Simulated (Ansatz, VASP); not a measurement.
AlN: VASP beside Ansatz

```xyz
2
Lattice="0.0000 2.1364 2.1849 2.1364 0.0000 2.1849 2.1364 2.1364 0.0000" Properties=species:S:1:pos:R:3 pbc="T T T"
Al    0.0000    0.0000    0.0000
N     1.0682    1.0682    1.0924
```

Change from the starting cell: biaxial_xy strain -2.2%.

Alike in both runs: task single point; functional PBE; k mesh 10 × 10 × 10; occupations fermi-dirac, width 0.02 eV; no spin polarisation.

```csv
,VASP,Ansatz
version,VASP 6.6.1,Ansatz 0.2.0
potentials or method,"VASP PAW PBE potentials, release 64 (Al, N)","plane waves, PAW"
plane-wave cutoff (eV),520,420
valence electrons in the cell,8,8
```

```csv
,VASP,Ansatz,Ansatz less VASP
gap on the k mesh at the Fermi level (eV),3.27,3.28,+0.009
pressure (GPa),14.6,14.9,+0.25
"traceless stress, the component that is largest in VASP (GPa)",-2.04,-2.02,+0.014
```

The functional is the same, so the differences come from potentials, cutoffs and numerics.
